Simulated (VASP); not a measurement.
# Ti4O in VASP: further runs

Runs on Ti4O. Level: PBE. Tasks: single point.

All numbers are computed with VASP 6.6.1; they aren't measurements. Logs are shortened: lines on timing, memory, paths and dates and some standing lists are left out, and cuts for length are marked.

### 1 The cell of the first run

The cell holds a slab with vacuum, 5 atoms: a = 2.908 Å, b = 4.112 Å, c = 19.654 Å, α = 90.00°, β = 90.00°, γ = 90.00°.

### 2 Single point, PBE

Contents of INCAR:

```
SYSTEM = Ti4O
PREC = Accurate
ENCUT = 520
EDIFF = 1E-7
ISMEAR = 0
SIGMA = 0.1
LREAL = .FALSE.
LASPH = .TRUE.
NELM = 80
ALGO = Normal
ISIF = 2
LWAVE = .FALSE.
LCHARG = .FALSE.
LDIPOL = .TRUE.
IDIPOL = 3
DIPOL = 0.5 0.5 0.342
GGA = PE
NBANDS = 35
```

Contents of KPOINTS:

```
regular mesh
0
G
  9 7 1
  0 0 0
```

Contents of POSCAR:

```
Ti4O
1.0
    2.9075446938      0.0000000000      0.0000000000
    0.0000000000      4.1118891392      0.0000000000
    0.0000000000      0.0000000000     19.6535692687
Ti O
4 1
Direct
    0.5000000000      0.5000000000      0.2035253722
    0.0000000000      0.0000000000      0.2774952616
    0.5000000000      0.5000000000      0.3439484703
    0.0000000000      0.0000000000      0.4148645550
    0.0000000000      0.3000000000      0.4700553873
```

Potentials or basis: VASP PAW PBE potentials, release 64 (Ti_sv, O).

Started as:

```
cat potpaw_PBE.64/Ti_sv/POTCAR potpaw_PBE.64/O/POTCAR > POTCAR
mpirun -np 1 vasp_std > vasp.out
```

OUTCAR:

```text
SYSTEM = Ti4O
   PREC = Accurate
   ENCUT = 520
   EDIFF = 1E-7
   ISMEAR = 0
   LREAL = .FALSE.
   LASPH = .TRUE.
   NELM = 80
   ISIF = 2
   GGA = PE

 ion  position               nearest neighbor table
   1  0.500  0.500  0.204-   3 2.76   2 2.91   2 2.91   2 2.91   2 2.91
   2  0.000  0.000  0.277-   4 2.70   3 2.84   3 2.84   3 2.84   3 2.84   1 2.91   1 2.91   1 2.91
                             1 2.91
   3  0.500  0.500  0.344-   1 2.76   2 2.84   2 2.84   2 2.84   2 2.84   4 2.88   4 2.88   4 2.88
                             4 2.88
   4  0.000  0.000  0.415-   5 1.64   2 2.70   3 2.88   3 2.88   3 2.88   3 2.88
   5  0.000  0.300  0.470-   4 1.64

  LATTYP: Found a simple orthorhombic cell.
 ALAT       =     2.9075446938
 B/A-ratio  =     1.4142135624
 C/A-ratio  =     6.7595071920

  Lattice vectors:

 A1 = (   2.9075446938,   0.0000000000,   0.0000000000)
 A2 = (   0.0000000000,   4.1118891392,   0.0000000000)
 A3 = (   0.0000000000,   0.0000000000,  19.6535692687)

Analysis of symmetry for initial positions (statically):
=====================================================================
 Subroutine PRICEL returns:
 Original cell was already a primitive cell.

 Routine SETGRP: Setting up the symmetry group for a
 simple orthorhombic supercell.

 Subroutine GETGRP returns: Found  2 space group operations
 (whereof  2 operations were pure point group operations)
 out of a pool of  8 trial point group operations.

The static configuration has the point symmetry C_1h.

Analysis of symmetry for dynamics (positions and initial velocities):
=====================================================================
 Subroutine PRICEL returns:
 Original cell was already a primitive cell.

 Routine SETGRP: Setting up the symmetry group for a
 simple orthorhombic supercell.

 Subroutine GETGRP returns: Found  2 space group operations
 (whereof  2 operations were pure point group operations)
 out of a pool of  8 trial point group operations.

The dynamic configuration has the point symmetry C_1h.

 Subroutine INISYM returns: Found  2 space group operations
 (whereof  2 operations are pure point group operations),
 and found     1 'primitive' translations

----------------------------------------------------------------------------------------

                                     Primitive cell

  volume of cell :     234.9683

  direct lattice vectors                    reciprocal lattice vectors
     2.907544694  0.000000000  0.000000000     0.343932804  0.000000000  0.000000000
     0.000000000  4.111889139  0.000000000     0.000000000  0.243197218  0.000000000
     0.000000000  0.000000000 19.653569269     0.000000000  0.000000000  0.050881343

  length of vectors
     2.907544694  4.111889139 19.653569269     0.343932804  0.243197218  0.050881343

  position of ions in fractional coordinates (direct lattice)
     0.500000000  0.500000000  0.203525372
     0.000000000  0.000000000  0.277495262
     0.500000000  0.500000000  0.343948470
     0.000000000  0.000000000  0.414864555
     0.000000000  0.300000000  0.470055387

  ion indices of the primitive-cell ions
   primitive index   ion index
                 1           1
                 2           2
                 3           3
                 4           4
                 5           5

----------------------------------------------------------------------------------------

 KPOINTS: regular mesh

Automatic generation of k-mesh.
 Grid dimensions read from file:
 generate k-points for:    9    7    1

 Generating k-lattice:

  Cartesian coordinates                     Fractional coordinates (reciprocal lattice)
     0.038214756  0.000000000  0.000000000     0.111111111  0.000000000  0.000000000
     0.000000000  0.034742460  0.000000000     0.000000000  0.142857143  0.000000000
     0.000000000  0.000000000  0.050881343     0.000000000  0.000000000  1.000000000

  Length of vectors
     0.038214756  0.034742460  0.050881343

  Shift w.r.t. Gamma in fractional coordinates (k-lattice)
     0.000000000  0.000000000  0.000000000

 Subroutine IBZKPT returns following result:
 ===========================================

 Found     20 irreducible k-points:

 Following reciprocal coordinates:
            Coordinates               Weight
  0.000000  0.000000  0.000000      1.000000
  0.111111  0.000000  0.000000      2.000000
  0.222222  0.000000  0.000000      2.000000
  0.333333  0.000000  0.000000      2.000000
  0.444444  0.000000  0.000000      2.000000
  0.000000  0.142857  0.000000      2.000000
[... 12 lines left out ...]
  0.333333  0.428571  0.000000      4.000000
  0.444444  0.428571  0.000000      4.000000
   k-points           NKPTS =     20   k-points in BZ     NKDIM =     20   number of bands    NBANDS=     35
   number of dos      NEDOS =    301   number of ions     NIONS =      5
   total plane-waves  NPLWV = 115200
   dimension x,y,z NGX =    24 NGY =   32 NGZ =  150
   dimension x,y,z NGXF=    48 NGYF=   64 NGZF=  300
   ions per type =               4   1
   NGX,Y,Z   is equivalent  to a cutoff of  13.72, 12.94, 12.69 a.u.
   NGXF,Y,Z  is equivalent  to a cutoff of  27.45, 25.88, 25.38 a.u.
 SYSTEM =  Ti4O
   PREC   = accura    normal or accurate (medium, high low for compatibility)
   ISTART =      0    job   : 0-new  1-cont  2-samecut
   ICHARG =      2    charge: 1-file 2-atom 10-const
   ISPIN  =      1    spin polarized calculation?
   LNONCOLLINEAR =      F non collinear calculations
   LSORBIT =      F    spin-orbit coupling
   LASPH  =      T    aspherical Exc in radial PAW
   ENCUT  =  520.0 eV  38.22 Ry    6.18 a.u.   5.41  7.65 36.54*2*pi/ulx,y,z
   NELM   =     80;   NELMIN=  2; NELMDL= -5     # of ELM steps
   EDIFF  = 0.1E-06   stopping-criterion for ELM
   LREAL  =      F    real-space projection
   EDIFFG = 0.1E-05   stopping-criterion for IOM
   NSW    =      0    number of steps for IOM
   IBRION =     -1    ionic relax: 0-MD 1-quasi-New 2-CG
   NFREE  =      0    steps in history (QN), initial steepest desc. (CG)
   ISIF   =      2    stress and relaxation
   ISYM   =      2    0-nonsym 1-usesym 2-fastsym
   POTIM  = 0.5000    time-step for ionic-motion
   TEBEG  =    0.0;   TEEND  =   0.0 temperature during run
   PSTRESS=    0.0 pullay stress
   NELECT =      54.0000    total number of electrons
   NUPDOWN=      -1.0000    fix difference up-down
   EMIN   =  10.00;   EMAX   =-10.00  energy-range for DOS
   EFERMI =   0.00;   METHOD = LEGACY
   ISMEAR =     0;   SIGMA  =   0.10  broadening in eV -4-tet -1-fermi 0-gaus
   EFERMI_NEDOS =   21; number of points for ismear=-14 and -15
   IALGO  =     38    algorithm
   IMIX   =      4    mixing-type and parameters
     AMIX     =   0.40;   BMIX     =  1.00
     AMIX_MAG =   1.60;   BMIX_MAG =  1.00
  volume/ion in A,a.u.               =      46.99       317.13
  Fermi-wavevector in a.u.,A,eV,Ry     =   1.002774  1.894968 13.681412  1.005555
  Thomas-Fermi vector in A             =   2.135283
   LORBIT       =      0    0 simple, 1 ext, 2 COOP (PROOUT), +10 PAW based schemes
   GGA     = PE    functional components
   LHFCALC =     F    Hartree Fock is set to
   AEXX    =    0.0000 exact exchange contribution
   IVDW    =     0    specifies the selected vdW correction
   LEPSILON=     F    determine dielectric tensor
   LRPA    =     F    only Hartree local field effects (RPA)
 non-spin polarized calculation
 Gauss-broadening in eV      SIGMA  =   0.10
  energy-cutoff  :      520.00
  volume of cell :      234.97
 maximum number of plane-waves:      6369
 NGX is ok and might be reduce to    24
   NGX = 11   NGY = 15   NGZ = 73

 dipolmoment           0.000000      0.000000     -0.228962 electrons x Angstroem

 number of electron      54.0000014 magnetization

 dipolmoment           0.000000      0.000000      0.172556 electrons x Angstroem

 Free energy of the ion-electron system (eV)
  ---------------------------------------------------
  ext. energy  EPLUGINS =         0.00000000
  ---------------------------------------------------
  free energy    TOTEN  =       -36.28119192 eV

  energy without entropy =      -36.23721204  energy(sigma->0) =      -36.25920198

 E-fermi :  -0.4657     XC(G=0):  -4.6798

 val. band max:       -0.4661358067   @ k =   0.4444   0.4286   0.0000
 cond. band min:      -0.4487167514   @ k =   0.4444   0.1429   0.0000
 fundamental gap:      0.0174190553
 Fermi energy:        -0.4656614907

 k-point     1 :       0.0000    0.0000    0.0000
  band No.  band energies     occupation
      1     -57.5407      2.00000
      2     -57.2893      2.00000
      3     -57.1862      2.00000
      4     -57.0822      2.00000
      5     -34.0123      2.00000
      6     -33.9586      2.00000
[... 27 lines left out ...]
     34       1.0816      0.00000
     35       1.3188      0.00000

 k-point     2 :       0.1111    0.0000    0.0000
  band No.  band energies     occupation
      1     -57.5355      2.00000
      2     -57.2813      2.00000
      3     -57.1829      2.00000
      4     -57.0799      2.00000
      5     -34.0032      2.00000
      6     -33.9556      2.00000
[... 27 lines left out ...]
     34       1.3049      0.00000
     35       1.4464      0.00000

 k-point     3 :       0.2222    0.0000    0.0000
  band No.  band energies     occupation
      1     -57.5225      2.00000
      2     -57.2600      2.00000
      3     -57.1756      2.00000
      4     -57.0741      2.00000
      5     -33.9822      2.00000
      6     -33.9493      2.00000
[... 27 lines left out ...]
     34       1.2223      0.00000
     35       1.4330      0.00000
[... 571 lines left out ...]
 k-point    19 :       0.3333    0.4286    0.0000
  band No.  band energies     occupation
      1     -57.5064      2.00000
      2     -57.2194      2.00000
      3     -57.1782      2.00000
      4     -57.0726      2.00000
      5     -33.9857      2.00000
      6     -33.9442      2.00000
[... 27 lines left out ...]
     34       1.1770      0.00000
     35       1.3891      0.00000

 k-point    20 :       0.4444    0.4286    0.0000
  band No.  band energies     occupation
      1     -57.4975      2.00000
      2     -57.2096      2.00000
      3     -57.1697      2.00000
      4     -57.0639      2.00000
      5     -33.9829      2.00000
      6     -33.9264      2.00000
[... 27 lines left out ...]
     34       1.2545      0.00000
     35       1.5331      0.00000

------------------------ aborting loop because EDIFF is reached ----------------------------------------

 vacuum level on the upper side and lower side of the slab       (xc-potential included)         1.160        -1.438

  FORCE on cell =-STRESS in cart. coord.  units (eV):
  Direction    XX          YY          ZZ          XY          YZ          ZX
  --------------------------------------------------------------------------------------
  -------------------------------------------------------------------------------------
  Total        2.5600345     -0.0082826      0.4666422      0.0000000      3.1800681      0.0000000
  in kB       17.4560981     -0.0564764      3.1818914      0.0000000     21.6839188      0.0000000
  external PRESSURE =       6.8605044 kB  Pullay stress =       0.0000000 kB

 VOLUME and BASIS-vectors are now :
 -----------------------------------------------------------------------------
  energy-cutoff  :      520.00
  volume of cell :      234.97
      direct lattice vectors                 reciprocal lattice vectors
     2.907544694  0.000000000  0.000000000     0.343932804  0.000000000  0.000000000
     0.000000000  4.111889139  0.000000000     0.000000000  0.243197218  0.000000000
     0.000000000  0.000000000 19.653569269     0.000000000  0.000000000  0.050881343

 POSITION                                       TOTAL-FORCE (eV/Angst)
 -----------------------------------------------------------------------------------
      1.45377      2.05594      4.00000         0.000000     -0.033120      0.423690
      0.00000      0.00000      5.45377         0.000000     -0.063815     -0.616059
      1.45377      2.05594      6.75982         0.000000     -0.292178     -0.284959
      0.00000      0.00000      8.15357         0.000000     -1.881931      0.292983
      0.00000      1.23357      9.23827         0.000000      2.271044      0.184345
 -----------------------------------------------------------------------------------
    total drift:                                0.000000     -0.000192      0.001230

  FREE ENERGIE OF THE ION-ELECTRON SYSTEM (eV)
  ---------------------------------------------------
  free  energy   TOTEN  =       -36.2811919196 eV

  energy  without entropy=      -36.2372120363  energy(sigma->0) =      -36.25920198

 vacuum level on the upper side and lower side of the slab         5.343         2.680
```

It took 2.2 min on 1 thread of Intel Xeon 6975P-C (Granite Rapids), shared host; peak memory 0.4 GiB.

Results:

```
Free energy            : -36.2812 eV
Largest force          : 2.279 eV/Å
Band gap on the k mesh : zero (band 27 reaches -0.35 eV, above the bottom of band 28 at -0.76 eV)
```

Forces in eV/Å, atoms in the order of the input:
```
Ti   0.000 -0.033  0.424
Ti   0.000 -0.064 -0.616
Ti   0.000 -0.292 -0.285
Ti   0.000 -1.882  0.293
O    0.000  2.271  0.184
```

### 3 Single point, PBE

Contents of INCAR:

```
SYSTEM = Ti4O
PREC = Accurate
ENCUT = 520
EDIFF = 1E-7
ISMEAR = 0
SIGMA = 0.1
LREAL = .False.
LASPH = .True.
NELM = 100
ALGO = Normal
ISIF = 2
LWAVE = .False.
LCHARG = .False.
LDIPOL = .True.
IDIPOL = 3
DIPOL = 0.5 0.5 0.338
GGA = PE
NBANDS = 35
```

Contents of KPOINTS:

```
Automatic mesh
0
Gamma
  9 7 1
  0 0 0
```

POSCAR: that of step 2 with these lines changed.

```diff
@@ -12,2 +12,2 @@
     0.0000000000      0.0000000000      0.4148645550
-    0.0000000000      0.3000000000      0.4700553873
+    0.5000000000      0.2000000000      0.4511736703
```

Potentials or basis: VASP PAW PBE potentials, release 64 (Ti_sv, O).

Started as:

```
cat potpaw_PBE.64/Ti_sv/POTCAR potpaw_PBE.64/O/POTCAR > POTCAR
mpirun -np 1 vasp_std > vasp.out
```

Wall time 5.4 min (1 thread of Intel Xeon 6975P-C, shared host); peak memory 0.4 GiB.

The run converged. Its results:

* Free energy: -38.2550 eV
* Largest force: 0.659 eV/Å
* Band gap on the k mesh: zero (band 27 reaches 0.47 eV, above the bottom of band 28 at -0.19 eV)

Forces in eV/Å, atoms in the order of the input:
```
Ti   0.000  0.050  0.315
Ti   0.000 -0.162 -0.365
Ti   0.000 -0.539 -0.381
Ti   0.000  0.265  0.349
O    0.000  0.386  0.082
```

Levels at points of the mesh, in eV from the Fermi level:
| k point | band 24 | band 25 | band 26 | band 27 | band 28 | band 29 | band 30 | band 31 |
| --- | --- | --- | --- | --- | --- | --- | --- | --- |
| (0.00, 0.00, 0.00) | -1.43 | -0.46 | -0.26 | -0.13 | 0.27 | 0.41 | 0.77 | 0.96 |

### 4 Single point, PBE

Contents of INCAR:

```
SYSTEM = Ti4O
ALGO     = Normal         ! electronic algorithm
DIPOL    = 0.5 0.5 0.335
EDIFF    = 1E-7           ! SCF threshold, eV
ENCUT    = 520            ! plane-wave cutoff, eV
GGA      = PE             ! functional
IDIPOL   = 3            
ISIF     = 2              ! what is computed and relaxed
ISMEAR   = 0              ! smearing method
LASPH    = .TRUE.         ! aspherical terms in the spheres
LCHARG   = .TRUE.         ! write CHGCAR
LDIPOL   = .TRUE.       
LELF     = .TRUE.         ! ELF
LREAL    = .FALSE.        ! projectors in reciprocal space
LVACPOTAV= .TRUE.       
LVHAR    = .TRUE.       
LWAVE    = .FALSE.        ! write WAVECAR
NBANDS   = 35             ! bands
NELM     = 60             ! most SCF steps
PREC     = Accurate       ! precision mode
SIGMA    = 0.1            ! smearing width, eV
```

Contents of KPOINTS:

```
k-points
0
G
  9 7 1
  0 0 0
```

POSCAR: that of step 3 with these lines changed.

```diff
@@ -12,2 +12,2 @@
     0.0000000000      0.0000000000      0.4148645550
-    0.5000000000      0.2000000000      0.4511736703
+    0.3333333333      0.5000000000      0.4355724634
```

Started as:

```
cat potpaw_PBE.64/Ti_sv/POTCAR potpaw_PBE.64/O/POTCAR > POTCAR
mpirun -np 1 vasp_std > vasp.out
```

Wall time 5.9 min (1 thread of Intel Xeon 6975P-C, shared host); peak memory 0.4 GiB.

The run converged. Its results:

```
Free energy            : -37.5634 eV
Largest force          : 1.248 eV/Å
Band gap on the k mesh : zero (band 27 reaches 0.57 eV, above the bottom of band 28 at 0.54 eV)
```

Forces in eV/Å, atoms in the order of the input:
```
Ti  -0.050  0.000  0.081
Ti   0.048  0.000 -0.163
Ti  -0.147  0.000 -1.038
Ti   0.697  0.000  1.035
O   -0.548  0.000  0.085
```

Levels at points of the mesh, in eV from the Fermi level:
```
           k point  band 25  band 26  band 27  band 28  band 29  band 30
(0.00, 0.00, 0.00)    -0.83    -0.47    -0.04     0.18     0.24     0.64
```

[end of part 1 of 2]
